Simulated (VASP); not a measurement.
Write the native input for VASP 6.6.1 that does the following.

```yaml
Task: electric field gradients
Functional: PBEsol
Potentials_or_basis: VASP PAW PBE potentials, release 64 (Os)
Cutoff: 520 eV
k_mesh: 14 × 14 × 14
Occupations: fermi-dirac, width 0.03 eV
Spin: no spin polarisation
Dipole_correction: no
Further_INCAR_settings: ALGO = Normal; EDIFF = 1e-08; NBANDS = 10
```

The structure of Os lies in POSCAR:

```
Os
1.0
    0.0000000000      1.9514618415      1.9514618415
    1.9514618415      0.0000000000      1.9514618415
    1.9514618415      1.9514618415      0.0000000000
Os
1
Direct
    0.0000000000      0.0000000000      0.0000000000
```

This isn't the form of Os at room conditions, which is hcp.

These files were run (other wordings do the same):

INCAR

```
PREC = Accurate
ENCUT = 520
EDIFF = 1E-8
ISMEAR = -1
SIGMA = 0.03
LREAL = False
LASPH = True
NELM = 60
ALGO = Normal
ISIF = 2
LWAVE = False
LCHARG = False
GGA = PS
LEFG = True
NBANDS = 10
```

KPOINTS

```
regular mesh
0
Gamma
  14 14 14
```

Potentials or basis: VASP PAW PBE potentials, release 64 (Os).

Launch:

```bash
$ cat potpaw_PBE.64/Os/POTCAR > POTCAR
$ mpirun -np 1 vasp_std > vasp.out
```

Results of the run:

The pressure is -23.2 GPa and the band gap on the k mesh is zero (bands 4 and 5 overlap by 3.44 eV). The largest electric field gradient by atom is zero within the noise of the run.

Caveat: the cell stands under tension; the PAW data sets were made with another functional, which shifts forces and pressure a little; spin-orbit coupling is left out, which moves the levels of the heavy elements.

Wall time 19 s on 1 thread of Intel Xeon 8259CL (shared host), peak memory 0.15 GiB.
